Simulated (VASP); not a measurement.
# O (P6_3/mmc) in VASP: further runs, part 2 of 2

VASP 6.6.1. The steps go on from the part before.

## Step 3: Electric field gradients, PBE (7.99 Å³/atom)

This run uses another cell than the first one, of 7.99 Å³/atom.

INCAR

```
  PREC = Accurate
  ENCUT = 520
  EDIFF = 1E-8
  ISMEAR = -1
  SIGMA = 0.08
  LREAL = F
  LASPH = T
  NELM = 100
  ALGO = Normal
  ISIF = 2
  LWAVE = F
  LCHARG = F
  GGA = PE
  LEFG = T
  NBANDS = 13
```

KPOINTS

```
regular mesh
0
Gamma
  15 15 8
```

POSCAR

```
O
1.0
    2.6579882093      0.0000000000      0.0000000000
   -1.3289941046      2.3018853122      0.0000000000
    0.0000000000      0.0000000000      2.6115721602
O
2
Direct
    0.3333333333      0.6666666667      0.2500000000
    0.6666666667      0.3333333333      0.7500000000
```

Potentials or basis: VASP PAW PBE potentials, release 64 (O).

Started as:

```sh
$ cat potpaw_PBE.64/O/POTCAR > POTCAR
$ mpirun -np 1 vasp_std > vasp.out
```

OUTCAR:

```text
PREC = Accurate
   ENCUT = 520
   EDIFF = 1E-8
   ISMEAR = -1
   LREAL = F
   LASPH = T
   NELM = 100
   ISIF = 2
   GGA = PE

 ion  position               nearest neighbor table
   1  0.333  0.667  0.250-
   2  0.667  0.333  0.750-

  LATTYP: Found a hexagonal cell.
 ALAT       =     2.6579882093
 C/A-ratio  =     0.9825371501

  Lattice vectors:

 A1 = (   2.6579882093,   0.0000000000,   0.0000000000)
 A2 = (  -1.3289941046,   2.3018853122,   0.0000000000)
 A3 = (   0.0000000000,   0.0000000000,   2.6115721602)

Analysis of symmetry for initial positions (statically):
=====================================================================
 Subroutine PRICEL returns:
 Original cell was already a primitive cell.

 Routine SETGRP: Setting up the symmetry group for a
 hexagonal supercell.

 Subroutine GETGRP returns: Found 24 space group operations
 (whereof 12 operations were pure point group operations)
 out of a pool of 24 trial point group operations.

The static configuration has the point symmetry D_3d.
 The point group associated with its full space group is D_6h.

Analysis of symmetry for dynamics (positions and initial velocities):
=====================================================================
 Subroutine PRICEL returns:
 Original cell was already a primitive cell.

 Routine SETGRP: Setting up the symmetry group for a
 hexagonal supercell.

 Subroutine GETGRP returns: Found 24 space group operations
 (whereof 12 operations were pure point group operations)
 out of a pool of 24 trial point group operations.

The dynamic configuration has the point symmetry D_3d.
 The point group associated with its full space group is D_6h.

 Subroutine INISYM returns: Found 24 space group operations
 (whereof 12 operations are pure point group operations),
 and found     1 'primitive' translations

----------------------------------------------------------------------------------------

                                     Primitive cell

  volume of cell :      15.9786

  direct lattice vectors                    reciprocal lattice vectors
     2.657988209  0.000000000  0.000000000     0.376224393  0.217213254  0.000000000
    -1.328994105  2.301885312  0.000000000     0.000000000  0.434426509  0.000000000
     0.000000000  0.000000000  2.611572160     0.000000000  0.000000000  0.382911112

  length of vectors
     2.657988209  2.657988209  2.611572160     0.434426509  0.434426509  0.382911112

  position of ions in fractional coordinates (direct lattice)
     0.333333333  0.666666667  0.250000000
     0.666666667  0.333333333  0.750000000

  ion indices of the primitive-cell ions
   primitive index   ion index
                 1           1
                 2           2

----------------------------------------------------------------------------------------

 KPOINTS: regular mesh

[... 83 lines left out ...]
   EFERMI_NEDOS =   21; number of points for ismear=-14 and -15
   IALGO  =     38    algorithm
   IMIX   =      4    mixing-type and parameters
     AMIX     =   0.40;   BMIX     =  1.00
     AMIX_MAG =   1.60;   BMIX_MAG =  1.00
  volume/ion in A,a.u.               =       7.99        53.91
  Fermi-wavevector in a.u.,A,eV,Ry     =   1.488066  2.812038 30.127949  2.214342
  Thomas-Fermi vector in A             =   2.601148
   LORBIT       =      0    0 simple, 1 ext, 2 COOP (PROOUT), +10 PAW based schemes
   GGA     = PE    functional components
   LHFCALC =     F    Hartree Fock is set to
   AEXX    =    0.0000 exact exchange contribution
   IVDW    =     0    specifies the selected vdW correction
   LEPSILON=     F    determine dielectric tensor
   LRPA    =     F    only Hartree local field effects (RPA)
 non-spin polarized calculation
  energy-cutoff  :      520.00
  volume of cell :       15.98
 maximum number of plane-waves:       444
 NGX is ok and might be reduce to    20
   NGX =  9   NGY =  9   NGZ =  9

 number of electron      12.0000004 magnetization

 Free energy of the ion-electron system (eV)
  ---------------------------------------------------
  ext. energy  EPLUGINS =         0.00000000
  ---------------------------------------------------
  free energy    TOTEN  =        -5.80881723 eV

  energy without entropy =       -5.78550263  energy(sigma->0) =       -5.79715993

 E-fermi :   2.4384     XC(G=0): -11.8776

 val. band max:        2.4297325584   @ k =   0.2000   0.0667   0.0000
 cond. band min:       2.4385925561   @ k =   0.3333   0.1333   0.0000
 fundamental gap:      0.0088599976
 Fermi energy:         2.4383919075

 k-point     1 :       0.0000    0.0000    0.0000
  band No.  band energies     occupation
      1     -19.5851      2.00000
      2     -11.1040      2.00000
      3      -2.1692      2.00000
      4      -0.3520      2.00000
      5      -0.3520      2.00000
      6       3.0635      0.00081
      7       3.0635      0.00081
      8       4.7235      0.00000
      9      17.6405      0.00000
     10      19.6065      0.00000
     11      28.1692      0.00000
     12      28.1692      0.00000
     13      33.8826      0.00000
[... 354 lines left out ...]
  band No.  band energies     occupation
      1     -16.2218      2.00000
      2     -14.6565      2.00000
      3      -3.8852      2.00000
      4      -0.0757      2.00000
      5       0.4487      2.00000
      6       1.6627      1.99988
      7       1.7882      1.99941
      8       3.9684      0.00000
      9      18.6081      0.00000
     10      24.4592      0.00000
     11      25.7516      0.00000
     12      27.5509      0.00000
     13      34.3039      0.00000

 [... further k-points ...]

------------------------ aborting loop because EDIFF is reached ----------------------------------------

  FORCE on cell =-STRESS in cart. coord.  units (eV):
  Direction    XX          YY          ZZ          XY          YZ          ZX
  --------------------------------------------------------------------------------------
  -------------------------------------------------------------------------------------
  Total        0.2466280      0.2466280      0.3966048      0.0000000     -0.0000000      0.0000000
  in kB       24.7294369     24.7294369     39.7676357      0.0000000     -0.0000000      0.0000000
  external PRESSURE =      29.7421698 kB  Pullay stress =       0.0000000 kB

 VOLUME and BASIS-vectors are now :
 -----------------------------------------------------------------------------
  energy-cutoff  :      520.00
  volume of cell :       15.98
      direct lattice vectors                 reciprocal lattice vectors
     2.657988209  0.000000000  0.000000000     0.376224393  0.217213254  0.000000000
    -1.328994105  2.301885312  0.000000000     0.000000000  0.434426509  0.000000000
     0.000000000  0.000000000  2.611572160     0.000000000  0.000000000  0.382911112

 POSITION                                       TOTAL-FORCE (eV/Angst)
 -----------------------------------------------------------------------------------
     -0.00000      1.53459      0.65289         0.000000      0.000000      0.000000
      1.32899      0.76730      1.95868        -0.000000     -0.000000      0.000000
 -----------------------------------------------------------------------------------
    total drift:                                0.000000     -0.000000      0.000000

  FREE ENERGIE OF THE ION-ELECTRON SYSTEM (eV)
  ---------------------------------------------------
  free  energy   TOTEN  =        -5.8088172350 eV

  energy  without entropy=       -5.7855026287  energy(sigma->0) =       -5.79715993

 Electric field gradients (V/A^2)
---------------------------------------------------------------------
 ion       V_xx      V_yy      V_zz      V_xy      V_xz      V_yz
---------------------------------------------------------------------
   1     -28.473   -28.476    56.949    -0.002    -0.000     0.000
   2     -28.473   -28.476    56.949    -0.002     0.000    -0.000
---------------------------------------------------------------------

 Electric field gradients after diagonalization (V/A^2)
 (convention: |V_zz| > |V_xx| > |V_yy|)
----------------------------------------------------------------------
 ion       V_xx      V_yy      V_zz     asymmetry (V_yy - V_xx)/ V_zz
----------------------------------------------------------------------
   1     -28.477   -28.472    56.949       0.000
   2     -28.477   -28.472    56.949       0.000
----------------------------------------------------------------------

           NMR quadrupolar parameters

 Cq : quadrupolar parameter    Cq=e*Q*V_zz/h
 eta: asymmetry parameters     (V_yy - V_xx)/ V_zz
 Q  : nuclear electric quadrupole moment in mb (millibarn)
----------------------------------------------------------------------
 ion       Cq(MHz)       eta       Q (mb)
----------------------------------------------------------------------
   1       0.138       0.000       1.000
   2       0.138       0.000       1.000
----------------------------------------------------------------------
```

stdout:

```text
POSCAR found type information on POSCAR O
 POSCAR found :  1 types and       2 ions
 scaLAPACK will be used
 LDA part: xc-table for (Slater+PW92), standard interpolation
 POSCAR, INCAR and KPOINTS ok, starting setup
 FFT: planning ... GRIDC
 FFT: planning ... GRID_SOFT
 FFT: planning ... GRID
 WAVECAR not read
 entering main loop
ion   1

ion   2
```

Run time: 19 s. Hardware: 1 thread of Intel Xeon Platinum 8259CL at 2.50GHz (Skylake/Cascade Lake), shared host; peak memory 0.13 GiB.

Results:

| Item | Value |
| --- | --- |
| Free energy | -5.8088 eV |
| Pressure | 3.0 GPa |
| Band gap on the k mesh | zero (bands 6 and 7 overlap by 1.95 eV) |
| Largest electric field gradient by atom | O +56.9 V/Å² |

Levels at points of the mesh, in eV from the Fermi level:
```tsv
k point	band 4	band 5	band 6	band 7	band 8	band 9
(0.00, 0.00, 0.00)	-2.79	-2.79	0.63	0.63	2.29	15.20
(0.00, 0.00, 0.50)	-1.65	-0.94	-0.94	-0.94	-0.94	19.06
```

Electric field gradients, principal values (V/Å²):
```csv
atom,least,middle,greatest (by size)
1 O,-28.472,-28.477,56.949
2 O,-28.472,-28.477,56.949
```

Caveat: without QUAD_EFG the Cq values of the log hold for a quadrupole moment of 1 mb, not for the nuclei.
